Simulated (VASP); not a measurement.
# CoW (Fm-3m) in VASP: single point with r2SCAN

Aim: the single point of CoW with r2SCAN.

Program: VASP 6.6.1. These are calculated values, not measurements. Logs are shortened: lines on timing, memory, paths and dates and some standing lists are left out, and cuts for length are marked.

## (1) The cell of the first run

It takes space group Fm-3m (No. 225, cubic). Conventional cell: a = 4.836 Å, b = 4.836 Å, c = 4.836 Å, α = 90.00°, β = 90.00°, γ = 90.00°. Co (site symmetry m-3m) has 6 W at 2.42 Å within 3.2 Å. W (site symmetry m-3m) has 6 Co at 2.42 Å within 3.2 Å.

## (2) Single point, r2SCAN, collinear spin, ferromagnetic start

File POSCAR:

```
CoW
1.0
    0.0000000000      2.4178051000      2.4178051000
    2.4178051000      0.0000000000      2.4178051000
    2.4178051000      2.4178051000      0.0000000000
Co W
1 1
Direct
    0.0000000000      0.0000000000      0.0000000000
    0.5000000000      0.5000000000      0.5000000000
```

File INCAR.step1:

```
SYSTEM = CoW
ALGO = Normal
EDIFF = 1E-4
ENCUT = 520
GGA = PE
ISMEAR = 0
ISPIN = 2
LASPH = .TRUE.
LCHARG = .FALSE.
LMAXMIX = 4
LREAL = .FALSE.
LWAVE = .TRUE.
MAGMOM = 0.24 0
NBANDS = 22
NELM = 150
PREC = Accurate
SIGMA = 0.1
```

File INCAR.step2:

```
SYSTEM = CoW
ALGO = Normal
EDIFF = 1E-7
ENCUT = 520
ISIF = 2
ISMEAR = 0
ISPIN = 2
ISTART = 1
LASPH = .TRUE.
LCHARG = .FALSE.
LMAXMIX = 4
LMIXTAU = .TRUE.
LORBIT = 11
LREAL = .FALSE.
LWAVE = .FALSE.
MAGMOM = 0.24 0
METAGGA = R2SCAN
NBANDS = 22
NELM = 150
PREC = Accurate
SIGMA = 0.1
```

File KPOINTS:

```
k-points
0
G
  20 20 20
  0 0 0
```

Potentials or basis: VASP PAW PBE potentials, release 64 (Co, W_sv).

On the command line:

```bash
$ cat potpaw_PBE.64/Co/POTCAR potpaw_PBE.64/W_sv/POTCAR > POTCAR
$ cp INCAR.step1 INCAR
$ mpirun -np 1 vasp_std > vasp.out
$ cp INCAR.step2 INCAR
$ mpirun -np 1 vasp_std > vasp.out
```

OUTCAR:

```text
SYSTEM = CoW
   EDIFF = 1E-7
   ENCUT = 520
   ISIF = 2
   ISMEAR = 0
   ISPIN = 2
   ISTART = 1
   LASPH = .TRUE.
   LORBIT = 11
   LREAL = .FALSE.
   METAGGA = R2SCAN
   NELM = 150
   PREC = Accurate

 ion  position               nearest neighbor table
   1  0.000  0.000  0.000-   2 2.42   2 2.42   2 2.42   2 2.42   2 2.42   2 2.42
   2  0.500  0.500  0.500-   1 2.42   1 2.42   1 2.42   1 2.42   1 2.42   1 2.42

  LATTYP: Found a face centered cubic cell.
 ALAT       =     4.8356102000

  Lattice vectors:

 A1 = (   0.0000000000,   2.4178051000,   2.4178051000)
 A2 = (   2.4178051000,   0.0000000000,   2.4178051000)
 A3 = (   2.4178051000,   2.4178051000,   0.0000000000)

Analysis of symmetry for initial positions (statically):
=====================================================================
 Subroutine PRICEL returns:
 Original cell was already a primitive cell.

 Routine SETGRP: Setting up the symmetry group for a
 face centered cubic supercell.

 Subroutine GETGRP returns: Found 48 space group operations
 (whereof 48 operations were pure point group operations)
 out of a pool of 48 trial point group operations.

The static configuration has the point symmetry O_h .

Analysis of symmetry for dynamics (positions and initial velocities):
=====================================================================
 Subroutine PRICEL returns:
 Original cell was already a primitive cell.

 Routine SETGRP: Setting up the symmetry group for a
 face centered cubic supercell.

 Subroutine GETGRP returns: Found 48 space group operations
 (whereof 48 operations were pure point group operations)
 out of a pool of 48 trial point group operations.

The dynamic configuration has the point symmetry O_h .

Analysis of structural, dynamic, and magnetic symmetry:
=====================================================================
 Subroutine PRICEL returns:
 Original cell was already a primitive cell.

 Routine SETGRP: Setting up the symmetry group for a
 face centered cubic supercell.

 Subroutine GETGRP returns: Found 48 space group operations
 (whereof 48 operations were pure point group operations)
 out of a pool of 48 trial point group operations.

The overall configuration has the point symmetry O_h .

 Subroutine INISYM returns: Found 48 space group operations
 (whereof 48 operations are pure point group operations),
 and found     1 'primitive' translations

----------------------------------------------------------------------------------------

                                     Primitive cell

  volume of cell :      28.2679

  direct lattice vectors                    reciprocal lattice vectors
     0.000000000  2.417805100  2.417805100    -0.206799134  0.206799134  0.206799134
     2.417805100  0.000000000  2.417805100     0.206799134 -0.206799134  0.206799134
     2.417805100  2.417805100  0.000000000     0.206799134  0.206799134 -0.206799134

  length of vectors
     3.419292764  3.419292764  3.419292764     0.358186606  0.358186606  0.358186606

  position of ions in fractional coordinates (direct lattice)
     0.000000000  0.000000000  0.000000000
     0.500000000  0.500000000  0.500000000

  ion indices of the primitive-cell ions
   primitive index   ion index
                 1           1
                 2           2

----------------------------------------------------------------------------------------

 KPOINTS: k-points

Automatic generation of k-mesh.
 Grid dimensions read from file:
 generate k-points for:   20   20   20

 Generating k-lattice:

  Cartesian coordinates                     Fractional coordinates (reciprocal lattice)
    -0.010339957  0.010339957  0.010339957     0.050000000  0.000000000  0.000000000
     0.010339957 -0.010339957  0.010339957     0.000000000  0.050000000  0.000000000
     0.010339957  0.010339957 -0.010339957     0.000000000  0.000000000  0.050000000

  Length of vectors
     0.017909330  0.017909330  0.017909330

  Shift w.r.t. Gamma in fractional coordinates (k-lattice)
     0.000000000  0.000000000  0.000000000

 Subroutine IBZKPT returns following result:
 ===========================================

 Found    256 irreducible k-points:

 Following reciprocal coordinates:
            Coordinates               Weight
  0.000000  0.000000  0.000000      1.000000
  0.050000  0.000000  0.000000      8.000000
  0.100000  0.000000  0.000000      8.000000
  0.150000  0.000000  0.000000      8.000000
  0.200000  0.000000  0.000000      8.000000
  0.250000  0.000000  0.000000      8.000000
[... 16 lines left out ...]
 -0.400000  0.050000  0.000000     24.000000
 -0.350000  0.050000  0.000000     24.000000
 [... further k-points ...]
   k-points           NKPTS =    256   k-points in BZ     NKDIM =    256   number of bands    NBANDS=     22
   number of dos      NEDOS =    301   number of ions     NIONS =      2
   total plane-waves  NPLWV =  21952
   dimension x,y,z NGX =    28 NGY =   28 NGZ =   28
   dimension x,y,z NGXF=    56 NGYF=   56 NGZF=   56
   ions per type =               1   1
   NGX,Y,Z   is equivalent  to a cutoff of  13.61, 13.61, 13.61 a.u.
   NGXF,Y,Z  is equivalent  to a cutoff of  27.23, 27.23, 27.23 a.u.
 SYSTEM =  CoW
   PREC   = accura    normal or accurate (medium, high low for compatibility)
   ISTART =      1    job   : 0-new  1-cont  2-samecut
   ICHARG =      0    charge: 1-file 2-atom 10-const
   ISPIN  =      2    spin polarized calculation?
   LNONCOLLINEAR =      F non collinear calculations
   LSORBIT =      F    spin-orbit coupling
   LASPH  =      T    aspherical Exc in radial PAW
   ENCUT  =  520.0 eV  38.22 Ry    6.18 a.u.   6.36  6.36  6.36*2*pi/ulx,y,z
   NELM   =    150;   NELMIN=  2; NELMDL=  0     # of ELM steps
   EDIFF  = 0.1E-06   stopping-criterion for ELM
   LREAL  =      F    real-space projection
   EDIFFG = 0.1E-05   stopping-criterion for IOM
   NSW    =      0    number of steps for IOM
   IBRION =     -1    ionic relax: 0-MD 1-quasi-New 2-CG
   NFREE  =      0    steps in history (QN), initial steepest desc. (CG)
   ISIF   =      2    stress and relaxation
   ISYM   =      2    0-nonsym 1-usesym 2-fastsym
   POTIM  = 0.5000    time-step for ionic-motion
   TEBEG  =    0.0;   TEEND  =   0.0 temperature during run
   PSTRESS=    0.0 pullay stress
   NELECT =      23.0000    total number of electrons
   NUPDOWN=      -1.0000    fix difference up-down
   EMIN   =  10.00;   EMAX   =-10.00  energy-range for DOS
   EFERMI =   0.00;   METHOD = LEGACY
   ISMEAR =     0;   SIGMA  =   0.10  broadening in eV -4-tet -1-fermi 0-gaus
   EFERMI_NEDOS =   21; number of points for ismear=-14 and -15
   IALGO  =     38    algorithm
   IMIX   =      4    mixing-type and parameters
     AMIX     =   0.40;   BMIX     =  1.00
     AMIX_MAG =   1.60;   BMIX_MAG =  1.00
  volume/ion in A,a.u.               =      14.13        95.38
  Fermi-wavevector in a.u.,A,eV,Ry     =   1.528338  2.888141 31.780732  2.335818
  Thomas-Fermi vector in A             =   2.636111
   LORBIT       =     11    0 simple, 1 ext, 2 COOP (PROOUT), +10 PAW based schemes
   METAGGA = R2SCAN    functional components
   LHFCALC =     F    Hartree Fock is set to
   AEXX    =    0.0000 exact exchange contribution
   IVDW    =     0    specifies the selected vdW correction
   LEPSILON=     F    determine dielectric tensor
   LRPA    =     F    only Hartree local field effects (RPA)
 spin polarized calculation
 Gauss-broadening in eV      SIGMA  =   0.10
  energy-cutoff  :      520.00
  volume of cell :       28.27
 maximum number of plane-waves:       778
 NGX is ok and might be reduce to    28
   NGX = 13   NGY = 13   NGZ = 13

 number of electron      23.0000001 magnetization       0.0012205

 Free energy of the ion-electron system (eV)
  ---------------------------------------------------
  ext. energy  EPLUGINS =         0.00000000
  ---------------------------------------------------
  free energy    TOTEN  =       -62.54419049 eV

  energy without entropy =      -62.53076113  energy(sigma->0) =      -62.53747581

 E-fermi :  10.2891     XC(G=0): -14.3110

 val. band max:       10.2845241799   @ k =  -0.3500   0.1500   0.0500
 cond. band min:      10.2902015980   @ k =  -0.4000   0.2000   0.1000
 fundamental gap:      0.0056774181
 Fermi energy:        10.2890977141

 spin component 1

 k-point     1 :       0.0000    0.0000    0.0000
  band No.  band energies     occupation
      1     -66.2655      1.00000
      2     -29.7159      1.00000
      3     -29.7159      1.00000
      4     -29.7159      1.00000
      5       0.7196      1.00000
      6       5.5383      1.00000
[... 14 lines left out ...]
     21      30.9842      0.00000
     22      30.9842      0.00000

 k-point     2 :       0.0500    0.0000    0.0000
  band No.  band energies     occupation
      1     -66.2653      1.00000
      2     -29.7210      1.00000
      3     -29.7170      1.00000
      4     -29.7170      1.00000
      5       0.7882      1.00000
      6       5.5683      1.00000
[... 542 lines left out ...]
 k-point    24 :      -0.3500    0.0500    0.0000
  band No.  band energies     occupation
      1     -66.2563      1.00000
      2     -29.8886      1.00000
      3     -29.7570      1.00000
      4     -29.7535      1.00000
      5       3.7522      1.00000
      6       6.0238      1.00000
[... 14 lines left out ...]
     21      27.4181      0.00000
     22      28.3578      0.00000

 [... further k-points ...]

 spin component 2

 k-point     1 :       0.0000    0.0000    0.0000
  band No.  band energies     occupation
      1     -66.2655      1.00000
      2     -29.7158      1.00000
      3     -29.7158      1.00000
      4     -29.7158      1.00000
      5       0.7198      1.00000
      6       5.5387      1.00000
[... 14 lines left out ...]
     21      30.9844      0.00000
     22      30.9844      0.00000

 k-point     2 :       0.0500    0.0000    0.0000
  band No.  band energies     occupation
      1     -66.2652      1.00000
      2     -29.7210      1.00000
      3     -29.7169      1.00000
      4     -29.7169      1.00000
      5       0.7884      1.00000
      6       5.5687      1.00000
[... 542 lines left out ...]
 k-point    24 :      -0.3500    0.0500    0.0000
  band No.  band energies     occupation
      1     -66.2562      1.00000
      2     -29.8885      1.00000
      3     -29.7569      1.00000
      4     -29.7535      1.00000
      5       3.7523      1.00000
      6       6.0245      1.00000
[... 14 lines left out ...]
     21      27.4185      0.00000
     22      28.3581      0.00000

 [... further k-points ...]
[... 5 lines left out ...]
  --------------------------------------------------------------------------------------
  -------------------------------------------------------------------------------------
  Total        0.1469372      0.1469372      0.1469372     -0.0000000      0.0000000     -0.0000000
  in kB        8.3281461      8.3281461      8.3281461     -0.0000000      0.0000000     -0.0000000
  external PRESSURE =       8.3281461 kB  Pullay stress =       0.0000000 kB

 VOLUME and BASIS-vectors are now :
 -----------------------------------------------------------------------------
  energy-cutoff  :      520.00
  volume of cell :       28.27
      direct lattice vectors                 reciprocal lattice vectors
     0.000000000  2.417805100  2.417805100    -0.206799134  0.206799134  0.206799134
     2.417805100  0.000000000  2.417805100     0.206799134 -0.206799134  0.206799134
     2.417805100  2.417805100  0.000000000     0.206799134  0.206799134 -0.206799134

 POSITION                                       TOTAL-FORCE (eV/Angst)
 -----------------------------------------------------------------------------------
      0.00000      0.00000      0.00000         0.000000      0.000000     -0.000000
      2.41781      2.41781      2.41781        -0.000000     -0.000000      0.000000
 -----------------------------------------------------------------------------------
    total drift:                                0.000000      0.000000      0.000000

  FREE ENERGIE OF THE ION-ELECTRON SYSTEM (eV)
  ---------------------------------------------------
  free  energy   TOTEN  =       -62.5441904893 eV

  energy  without entropy=      -62.5307611274  energy(sigma->0) =      -62.53747581

 total charge

# of ion       s       p       d       tot
------------------------------------------
    1        0.652   0.634   7.473   8.758
    2        2.408   6.257   3.276  11.940
--------------------------------------------------
tot          3.059   6.891  10.748  20.699

 magnetization (x)

# of ion       s       p       d       tot
------------------------------------------
    1        0.000   0.000   0.001   0.001
    2       -0.000   0.000   0.000   0.000
--------------------------------------------------
tot          0.000   0.000   0.001   0.001
```

Wall time 14 min (1 thread of Intel Xeon 6975P-C (Granite Rapids), shared host); peak memory 0.38 GiB.

What came out:

* Free energy: -62.5442 eV
* Pressure: 0.8 GPa
* Net moment: 0.00 μB per cell
* Valence electrons inside the program's atomic spheres: Co 8.76; W 11.94

Caveat: the PAW data sets were made with another functional, which shifts forces and pressure a little; spin-orbit coupling is left out, which moves the levels of the heavy elements.
